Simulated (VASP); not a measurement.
# HfO2 (fluorite type) (Fm-3m) in VASP: notebook

HfO2 (fluorite type) is run at these levels: PBE; tasks: single point.

All numbers are computed with VASP 6.6.1; they aren't measurements. Logs are shortened: lines on timing, memory, paths and dates and some standing lists are left out, and cuts for length are marked.

## Step 1: The cell of the first run

The structure is cubic, space group Fm-3m (No. 225). Conventional cell: a = 4.347 Å, b = 4.347 Å, c = 4.347 Å, α = 90.00°, β = 90.00°, γ = 90.00°. Hf (site symmetry m-3m) has 8 O at 1.88 Å within 2.5 Å. Within 2.5 Å of O (site symmetry -43m) lie 4 Hf at 1.88 Å and 6 O at 2.17 Å.

## Step 2: Single point, PBE (volume scaled by 0.62)

The input, INCAR:

```
SYSTEM = HfO2
PREC = Accurate
ENCUT = 520
EDIFF = 1E-6
ISMEAR = -1
SIGMA = 0.05
LREAL = .FALSE.
LASPH = .TRUE.
NELM = 80
ALGO = Normal
ISIF = 2
LWAVE = .FALSE.
LCHARG = .FALSE.
GGA = PE
NBANDS = 18
```

The input, KPOINTS:

```
Automatic mesh
0
G
  11 11 11
  0 0 0
```

The input, POSCAR:

```
HfO2
1.0
    0.0000000000      2.1733086185      2.1733086185
    2.1733086185      0.0000000000      2.1733086185
    2.1733086185      2.1733086185      0.0000000000
Hf O
1 2
Direct
    0.0000000000      0.0000000000      0.0000000000
    0.2500000000      0.2500000000      0.2500000000
    0.7500000000      0.7500000000      0.7500000000
```

Potentials or basis: VASP PAW PBE potentials, release 64 (Hf_pv, O).

Started as:

```console
> cat potpaw_PBE.64/Hf_pv/POTCAR potpaw_PBE.64/O/POTCAR > POTCAR
> mpirun -np 1 vasp_std > vasp.out
```

OUTCAR:

```text
SYSTEM = HfO2
   PREC = Accurate
   ENCUT = 520
   EDIFF = 1E-6
   ISMEAR = -1
   LREAL = .FALSE.
   LASPH = .TRUE.
   NELM = 80
   ISIF = 2
   GGA = PE

 ion  position               nearest neighbor table
   1  0.000  0.000  0.000-   3 1.88   3 1.88   3 1.88   2 1.88   3 1.88   2 1.88   2 1.88   2 1.88

   2  0.250  0.250  0.250-   1 1.88   1 1.88   1 1.88   1 1.88
   3  0.750  0.750  0.750-   1 1.88   1 1.88   1 1.88   1 1.88

  LATTYP: Found a face centered cubic cell.
 ALAT       =     4.3466172370

  Lattice vectors:

 A1 = (   0.0000000000,   2.1733086185,   2.1733086185)
 A2 = (   2.1733086185,   0.0000000000,   2.1733086185)
 A3 = (   2.1733086185,   2.1733086185,   0.0000000000)

Analysis of symmetry for initial positions (statically):
=====================================================================
 Subroutine PRICEL returns:
 Original cell was already a primitive cell.

 Routine SETGRP: Setting up the symmetry group for a
 face centered cubic supercell.

 Subroutine GETGRP returns: Found 48 space group operations
 (whereof 48 operations were pure point group operations)
 out of a pool of 48 trial point group operations.

The static configuration has the point symmetry O_h .

Analysis of symmetry for dynamics (positions and initial velocities):
=====================================================================
 Subroutine PRICEL returns:
 Original cell was already a primitive cell.

 Routine SETGRP: Setting up the symmetry group for a
 face centered cubic supercell.

 Subroutine GETGRP returns: Found 48 space group operations
 (whereof 48 operations were pure point group operations)
 out of a pool of 48 trial point group operations.

The dynamic configuration has the point symmetry O_h .

 Subroutine INISYM returns: Found 48 space group operations
 (whereof 48 operations are pure point group operations),
 and found     1 'primitive' translations

----------------------------------------------------------------------------------------

                                     Primitive cell

  volume of cell :      20.5302

  direct lattice vectors                    reciprocal lattice vectors
     0.000000000  2.173308619  2.173308619    -0.230063966  0.230063966  0.230063966
     2.173308619  0.000000000  2.173308619     0.230063966 -0.230063966  0.230063966
     2.173308619  2.173308619  0.000000000     0.230063966  0.230063966 -0.230063966

  length of vectors
     3.073522524  3.073522524  3.073522524     0.398482478  0.398482478  0.398482478

  position of ions in fractional coordinates (direct lattice)
     0.000000000  0.000000000  0.000000000
     0.250000000  0.250000000  0.250000000
     0.750000000  0.750000000  0.750000000

  ion indices of the primitive-cell ions
   primitive index   ion index
                 1           1
                 2           2
                 3           3

----------------------------------------------------------------------------------------

 KPOINTS: Automatic mesh

Automatic generation of k-mesh.
 Grid dimensions read from file:
 generate k-points for:   11   11   11

 Generating k-lattice:

  Cartesian coordinates                     Fractional coordinates (reciprocal lattice)
    -0.020914906  0.020914906  0.020914906     0.090909091  0.000000000  0.000000000
     0.020914906 -0.020914906  0.020914906     0.000000000  0.090909091  0.000000000
     0.020914906  0.020914906 -0.020914906     0.000000000  0.000000000  0.090909091

  Length of vectors
     0.036225680  0.036225680  0.036225680

  Shift w.r.t. Gamma in fractional coordinates (k-lattice)
     0.000000000  0.000000000  0.000000000

 Subroutine IBZKPT returns following result:
 ===========================================

 Found     56 irreducible k-points:

 Following reciprocal coordinates:
            Coordinates               Weight
  0.000000  0.000000  0.000000      1.000000
  0.090909  0.000000  0.000000      8.000000
  0.181818  0.000000  0.000000      8.000000
  0.272727  0.000000  0.000000      8.000000
  0.363636  0.000000  0.000000      8.000000
  0.454545  0.000000  0.000000      8.000000
[... 16 lines left out ...]
 -0.272727  0.181818  0.000000     24.000000
 -0.181818  0.181818  0.000000     12.000000
 [... further k-points ...]
   k-points           NKPTS =     56   k-points in BZ     NKDIM =     56   number of bands    NBANDS=     18
   number of dos      NEDOS =    301   number of ions     NIONS =      3
   total plane-waves  NPLWV =  13824
   dimension x,y,z NGX =    24 NGY =   24 NGZ =   24
   dimension x,y,z NGXF=    48 NGYF=   48 NGZF=   48
   ions per type =               1   2
   NGX,Y,Z   is equivalent  to a cutoff of  12.98, 12.98, 12.98 a.u.
   NGXF,Y,Z  is equivalent  to a cutoff of  25.96, 25.96, 25.96 a.u.
 SYSTEM =  HfO2
   PREC   = accura    normal or accurate (medium, high low for compatibility)
   ISTART =      0    job   : 0-new  1-cont  2-samecut
   ICHARG =      2    charge: 1-file 2-atom 10-const
   ISPIN  =      1    spin polarized calculation?
   LNONCOLLINEAR =      F non collinear calculations
   LSORBIT =      F    spin-orbit coupling
   LASPH  =      T    aspherical Exc in radial PAW
   ENCUT  =  520.0 eV  38.22 Ry    6.18 a.u.   5.71  5.71  5.71*2*pi/ulx,y,z
   NELM   =     80;   NELMIN=  2; NELMDL= -5     # of ELM steps
   EDIFF  = 0.1E-05   stopping-criterion for ELM
   LREAL  =      F    real-space projection
   EDIFFG = 0.1E-04   stopping-criterion for IOM
   NSW    =      0    number of steps for IOM
   IBRION =     -1    ionic relax: 0-MD 1-quasi-New 2-CG
   NFREE  =      0    steps in history (QN), initial steepest desc. (CG)
   ISIF   =      2    stress and relaxation
   ISYM   =      2    0-nonsym 1-usesym 2-fastsym
   POTIM  = 0.5000    time-step for ionic-motion
   TEBEG  =    0.0;   TEEND  =   0.0 temperature during run
   PSTRESS=    0.0 pullay stress
   NELECT =      22.0000    total number of electrons
   NUPDOWN=      -1.0000    fix difference up-down
   EMIN   =  10.00;   EMAX   =-10.00  energy-range for DOS
   EFERMI =   0.00;   METHOD = LEGACY
   ISMEAR =    -1;   SIGMA  =   0.05  broadening in eV -4-tet -1-fermi 0-gaus
   EFERMI_NEDOS =   21; number of points for ismear=-14 and -15
   IALGO  =     38    algorithm
   IMIX   =      4    mixing-type and parameters
     AMIX     =   0.40;   BMIX     =  1.00
     AMIX_MAG =   1.60;   BMIX_MAG =  1.00
  volume/ion in A,a.u.               =       6.84        46.18
  Fermi-wavevector in a.u.,A,eV,Ry     =   1.675268  3.165798 38.185067  2.806523
  Thomas-Fermi vector in A             =   2.759917
   LORBIT       =      0    0 simple, 1 ext, 2 COOP (PROOUT), +10 PAW based schemes
   GGA     = PE    functional components
   LHFCALC =     F    Hartree Fock is set to
   AEXX    =    0.0000 exact exchange contribution
   IVDW    =     0    specifies the selected vdW correction
   LEPSILON=     F    determine dielectric tensor
   LRPA    =     F    only Hartree local field effects (RPA)
 non-spin polarized calculation
  energy-cutoff  :      520.00
  volume of cell :       20.53
 maximum number of plane-waves:       564
   NGX = 11   NGY = 11   NGZ = 11

 number of electron      21.9999990 magnetization

 Free energy of the ion-electron system (eV)
  ---------------------------------------------------
  ext. energy  EPLUGINS =         0.00000000
  ---------------------------------------------------
  free energy    TOTEN  =       -22.38399724 eV

  energy without entropy =      -22.38399724  energy(sigma->0) =      -22.38399724

 E-fermi :  10.1065     XC(G=0): -14.5196

 val. band max:        9.0194832675   @ k =  -0.4545   0.4545   0.0000
 cond. band min:      13.6583238060   @ k =   0.0000   0.0000   0.0000
 fundamental gap:      4.6388405385
 Fermi energy:        10.1064688004

 k-point     1 :       0.0000    0.0000    0.0000
  band No.  band energies     occupation
      1     -18.9183      2.00000
      2     -18.9183      2.00000
      3     -18.9183      2.00000
      4     -12.9156      2.00000
      5      -7.2265      2.00000
      6       0.0725      2.00000
[... 10 lines left out ...]
     17      26.6647      0.00000
     18      26.6647      0.00000

 k-point     2 :       0.0909    0.0000    0.0000
  band No.  band energies     occupation
      1     -19.2595      2.00000
      2     -18.9450      2.00000
      3     -18.9450      2.00000
      4     -12.4788      2.00000
      5      -7.5394      2.00000
      6       0.2228      2.00000
[... 10 lines left out ...]
     17      26.1053      0.00000
     18      26.1053      0.00000

 k-point     3 :       0.1818    0.0000    0.0000
  band No.  band energies     occupation
      1     -20.0097      2.00000
      2     -19.0155      2.00000
      3     -19.0155      2.00000
      4     -11.5600      2.00000
      5      -8.0641      2.00000
      6       0.6170      2.00000
[... 10 lines left out ...]
     17      25.2336      0.00000
     18      25.2336      0.00000

 k-point     4 :       0.2727    0.0000    0.0000
  band No.  band energies     occupation
      1     -20.7865      2.00000
      2     -19.1056      2.00000
      3     -19.1056      2.00000
      4     -10.9837      2.00000
      5      -7.9991      2.00000
      6       1.0922      2.00000
[... 375 lines left out ...]
      4      -9.9787      2.00000
      5      -7.4732      2.00000
      6       1.6736      2.00000
[... 10 lines left out ...]
     17      24.1305      0.00000
     18      25.1572      0.00000

 k-point    23 :      -0.2727    0.1818    0.0000
  band No.  band energies     occupation
      1     -21.1102      2.00000
      2     -19.8999      2.00000
      3     -19.1900      2.00000
      4      -9.7737      2.00000
      5      -8.2696      2.00000
      6       1.5139      2.00000
[... 10 lines left out ...]
     17      24.7917      0.00000
     18      25.1671      0.00000

 k-point    24 :      -0.1818    0.1818    0.0000
  band No.  band energies     occupation
      1     -20.7350      2.00000
      2     -19.5977      2.00000
      3     -19.0881      2.00000
      4     -10.0790      2.00000
      5      -8.6680      2.00000
      6       1.2664      2.00000
[... 10 lines left out ...]
     17      25.0292      0.00000
     18      25.1833      0.00000

 [... further k-points ...]

------------------------ aborting loop because EDIFF is reached ----------------------------------------

  FORCE on cell =-STRESS in cart. coord.  units (eV):
  Direction    XX          YY          ZZ          XY          YZ          ZX
  --------------------------------------------------------------------------------------
  -------------------------------------------------------------------------------------
  Total       39.7740924     39.7740924     39.7740924      0.0000000      0.0000000      0.0000000
  in kB     3103.9638795   3103.9638795   3103.9638795      0.0000000      0.0000000      0.0000000
  external PRESSURE =    3103.9638795 kB  Pullay stress =       0.0000000 kB

 VOLUME and BASIS-vectors are now :
 -----------------------------------------------------------------------------
  energy-cutoff  :      520.00
  volume of cell :       20.53
      direct lattice vectors                 reciprocal lattice vectors
     0.000000000  2.173308619  2.173308619    -0.230063966  0.230063966  0.230063966
     2.173308619  0.000000000  2.173308619     0.230063966 -0.230063966  0.230063966
     2.173308619  2.173308619  0.000000000     0.230063966  0.230063966 -0.230063966

 POSITION                                       TOTAL-FORCE (eV/Angst)
 -----------------------------------------------------------------------------------
      0.00000      0.00000      0.00000        -0.000000      0.000000     -0.000000
      1.08665      1.08665      1.08665        -0.000000     -0.000000      0.000000
      3.25996      3.25996      3.25996         0.000000      0.000000      0.000000
 -----------------------------------------------------------------------------------
    total drift:                                0.000000      0.000000      0.000000

  FREE ENERGIE OF THE ION-ELECTRON SYSTEM (eV)
  ---------------------------------------------------
  free  energy   TOTEN  =       -22.3839972414 eV

  energy  without entropy=      -22.3839972414  energy(sigma->0) =      -22.38399724
```

It took 14 s on 1 thread of Intel Xeon 6975P-C (Granite Rapids), shared host; peak memory 0.15 GiB.

What came out:

| Quantity | Value |
| --- | --- |
| Free energy | -22.3840 eV |
| Pressure | 310.4 GPa |
| Band gap on the k mesh | 4.64 eV, indirect (least direct gap 5.34 eV) |

Caveat: spin-orbit coupling is left out, which moves the levels of the heavy elements. A k mesh can miss the band edges.

## Step 3: Single point, PBE (volume scaled by 0.62)

The input, INCAR:

```
ALGO = Normal
EDIFF = 1E-7
ENCUT = 520
GGA = PE
ISIF = 2
ISMEAR = -1
LASPH = True
LCHARG = False
LREAL = False
LWAVE = False
NBANDS = 18
NELM = 80
PREC = Accurate
SIGMA = 0.05
```

The input, KPOINTS:

```
k-points
0
Gamma
  11 11 11
```

POSCAR is that of step 2.

Potentials or basis: VASP PAW PBE potentials, release 64 (Hf_pv, O).

Started as:

```console
> cat potpaw_PBE.64/Hf_pv/POTCAR potpaw_PBE.64/O/POTCAR > POTCAR
> mpirun -np 1 vasp_std > vasp.out
```

OUTCAR:

```text
EDIFF = 1E-7
   ENCUT = 520
   GGA = PE
   ISIF = 2
   ISMEAR = -1
   LASPH = True
   LREAL = False
   NELM = 80
   PREC = Accurate

 ion  position               nearest neighbor table
   1  0.000  0.000  0.000-   3 1.88   3 1.88   3 1.88   2 1.88   3 1.88   2 1.88   2 1.88   2 1.88

   2  0.250  0.250  0.250-   1 1.88   1 1.88   1 1.88   1 1.88
   3  0.750  0.750  0.750-   1 1.88   1 1.88   1 1.88   1 1.88

  LATTYP: Found a face centered cubic cell.
 ALAT       =     4.3466172370
[... 696 lines left out ...]

  FORCE on cell =-STRESS in cart. coord.  units (eV):
  Direction    XX          YY          ZZ          XY          YZ          ZX
  --------------------------------------------------------------------------------------
  -------------------------------------------------------------------------------------
  Total       39.7750969     39.7750969     39.7750969     -0.0000000     -0.0000000      0.0000000
  in kB     3104.0422661   3104.0422661   3104.0422661     -0.0000000     -0.0000000      0.0000000
  external PRESSURE =    3104.0422661 kB  Pullay stress =       0.0000000 kB

 VOLUME and BASIS-vectors are now :
 -----------------------------------------------------------------------------
  energy-cutoff  :      520.00
  volume of cell :       20.53
      direct lattice vectors                 reciprocal lattice vectors
     0.000000000  2.173308619  2.173308619    -0.230063966  0.230063966  0.230063966
     2.173308619  0.000000000  2.173308619     0.230063966 -0.230063966  0.230063966
     2.173308619  2.173308619  0.000000000     0.230063966  0.230063966 -0.230063966

 POSITION                                       TOTAL-FORCE (eV/Angst)
 -----------------------------------------------------------------------------------
      0.00000      0.00000      0.00000        -0.000000     -0.000000     -0.000000
      1.08665      1.08665      1.08665        -0.000000     -0.000000     -0.000000
      3.25996      3.25996      3.25996         0.000000      0.000000      0.000000
 -----------------------------------------------------------------------------------
    total drift:                                0.000000      0.000000      0.000000

  FREE ENERGIE OF THE ION-ELECTRON SYSTEM (eV)
  ---------------------------------------------------
  free  energy   TOTEN  =       -22.3839973235 eV

  energy  without entropy=      -22.3839973235  energy(sigma->0) =      -22.38399732
```

OSZICAR:

```text
N       E                     dE             d eps       ncg     rms          rms(c)
DAV:   1     0.991343949974E+02    0.99134E+02   -0.13385E+04  2016   0.129E+03
DAV:   2    -0.253522390006E+02   -0.12449E+03   -0.12111E+03  2392   0.314E+02
DAV:   3    -0.283665296680E+02   -0.30143E+01   -0.30018E+01  2410   0.437E+01
DAV:   4    -0.283765787664E+02   -0.10049E-01   -0.10047E-01  2590   0.272E+00
DAV:   5    -0.283766051006E+02   -0.26334E-04   -0.26333E-04  2270   0.131E-01    0.134E+02
DAV:   6    -0.224634324875E+02    0.59132E+01   -0.16773E+01  2148   0.366E+01    0.934E+01
DAV:   7    -0.224456024219E+02    0.17830E-01   -0.16848E+00  2534   0.103E+01    0.276E+01
DAV:   8    -0.223861991699E+02    0.59403E-01   -0.38543E-01  2044   0.508E+00    0.308E+00
DAV:   9    -0.223838490167E+02    0.23502E-02   -0.19356E-02  2074   0.128E+00    0.195E-01
DAV:  10    -0.223839679918E+02   -0.11898E-03   -0.55735E-04  2184   0.213E-01    0.364E-01
DAV:  11    -0.223840010165E+02   -0.33025E-04   -0.49720E-05  2084   0.648E-02    0.162E-01
DAV:  12    -0.223839971255E+02    0.38911E-05   -0.12911E-05  2070   0.296E-02    0.481E-03
DAV:  13    -0.223839972428E+02   -0.11736E-06   -0.51830E-07  2070   0.651E-03    0.108E-02
DAV:  14    -0.223839973235E+02   -0.80656E-07   -0.31243E-08  1372   0.164E-03
   1 F= -.22383997E+02 E0= -.22383997E+02  d E =-.785007E-11
```

stdout:

```text
POSCAR found type information on POSCAR HfO
 POSCAR found :  2 types and       3 ions
 scaLAPACK will be used
 LDA part: xc-table for (Slater+PW92), standard interpolation
 POSCAR, INCAR and KPOINTS ok, starting setup
 FFT: planning ... GRIDC
 FFT: planning ... GRID_SOFT
 FFT: planning ... GRID
 WAVECAR not read
 entering main loop
```

It took 16 s on 1 thread of Intel Xeon 6975P-C (Granite Rapids), shared host; peak memory 0.14 GiB.

What came out:

- Free energy: -22.3840 eV
- Pressure: 310.4 GPa
- Band gap on the k mesh: 4.64 eV, indirect (least direct gap 5.34 eV)

Caveat: spin-orbit coupling is left out, which moves the levels of the heavy elements. A k mesh can miss the band edges.

## Step 4: Single point, PBE (volume scaled by 0.72)

The input, INCAR:

```
SYSTEM = HfO2
PREC = Accurate ; ENCUT = 520
EDIFF = 1E-6 ; ISMEAR = -1
SIGMA = 0.05 ; LREAL = .FALSE.
LASPH = .TRUE. ; NELM = 60
ALGO = Normal ; ISIF = 2
LWAVE = .FALSE. ; LCHARG = .FALSE.
GGA = PE ; NBANDS = 18
```

The input, KPOINTS:

```
regular mesh
0
G
  11 11 11
  0 0 0
```

The input, POSCAR:

```
HfO2
1.0
    0.0000000000      2.2843799404      2.2843799404
    2.2843799404      0.0000000000      2.2843799404
    2.2843799404      2.2843799404      0.0000000000
Hf O
1 2
Direct
    0.0000000000      0.0000000000      0.0000000000
    0.2500000000      0.2500000000      0.2500000000
    0.7500000000      0.7500000000      0.7500000000
```

Started as:

```console
> cat potpaw_PBE.64/Hf_pv/POTCAR potpaw_PBE.64/O/POTCAR > POTCAR
> mpirun -np 1 vasp_std > vasp.out
```

Run time: 15 s. Hardware: 1 thread of Intel Xeon 6975P-C (Granite Rapids), shared host; peak memory 0.15 GiB.

It converged, with:

```yaml
Free_energy: -27.0225 eV
Pressure: 153.9 GPa
Band_gap_on_the_k_mesh: 4.51 eV, indirect (least direct gap 4.87 eV)
```

Levels at points of the mesh, in eV from the valence-band top:
```
           k point  band 9  band 10  band 11  band 12  band 13  band 14
(0.00, 0.00, 0.00)   -0.73    -0.73    -0.73     4.51     4.51     8.40
```

Caveat: spin-orbit coupling is left out, which moves the levels of the heavy elements. A k mesh can miss the band edges.

(Part 1 of 2 ends here.)
